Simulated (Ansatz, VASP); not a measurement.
# One calculation of C, two programs

Contents of INCAR:

```
  ALGO = Normal
  EDIFF = 1E-6
  ENCUT = 520
  GGA = PS
  ISIF = 2
  ISMEAR = 0
  LASPH = True
  LCHARG = False
  LREAL = False
  LWAVE = False
  NBANDS = 16
  NELM = 60
  PREC = Accurate
  SIGMA = 0.15
```

File KPOINTS:

```
k-points
0
Gamma
  18 18 6
```

POSCAR

```
C
1.0
    1.2581213773     -1.9800490057      0.0000000000
    1.2581213773      1.9800490057      0.0000000000
    0.0000000000      0.0000000000      7.3778182888
C
4
Direct
    0.0833216498      0.9166783502      0.7498439858
    0.5833216498      0.4166783502      0.2501560142
    0.9166783502      0.0833216498      0.2501560142
    0.4166783502      0.5833216498      0.7498439858
```

Input for Ansatz:

```yaml
crystal:
  lattice:
    - [1.2581213773, -1.9800490057, 0.0]
    - [1.2581213773, 1.9800490057, 0.0]
    - [0.0, 0.0, 7.3778182888]
  atoms:
    - { symbol: C, position: [0.0833216498, 0.9166783502, 0.7498439858] }
    - { symbol: C, position: [0.5833216498, 0.4166783502, 0.2501560142] }
    - { symbol: C, position: [0.9166783502, 0.0833216498, 0.2501560142] }
    - { symbol: C, position: [0.4166783502, 0.5833216498, 0.7498439858] }
basis:
  ecutwfc: 520.0
kpoints:
  mp_grid: { grid: [18, 18, 6] }
hamiltonian:
  xc: pbesol
  pseudopotentials: { kind: paw, azcp: { folder: soft_1 } }
scf:
  occupations: { method: gaussian, width: 0.15 }
output:
  forces: true
  stress: true
  eigenvalues: true
```

Change from the starting cell: normal strain along x +0.0233, normal strain along y -0.0700.

Alike in both runs: task single point; functional PBEsol; k mesh 18 × 18 × 6; occupations gaussian, width 0.15 eV; no spin polarisation.

|  | VASP | Ansatz |
| --- | --- | --- |
| version | VASP 6.6.1 | Ansatz 0.2.0 |
| potentials or method | VASP PAW PBE potentials, release 64 (C), cutoff 520 eV | scalar-relativistic, plane waves, PAW |
| valence electrons in the cell | 16 | 16 |

|  | VASP | Ansatz | Ansatz less VASP |
| --- | --- | --- | --- |
| gap on the k mesh at the Fermi level (eV) | 0.52 | 0.52 | +0.001 |
| least direct gap on the mesh (eV) | 0.79 | 0.79 | +0.006 |
| pressure (GPa) | 24.2 | 23.5 | -0.73 |
| traceless stress, the component that is largest in VASP (GPa) | 58.27 | 57.71 | -0.556 |
| rms of the force components (eV/Å) | 1.288 | 1.275 | -0.0129 |

VASP's potentials were made for PBE, not for PBEsol, and Ansatz warns of the same on its side. Atom by atom the forces differ by 0.013 eV/Å (rms over components).
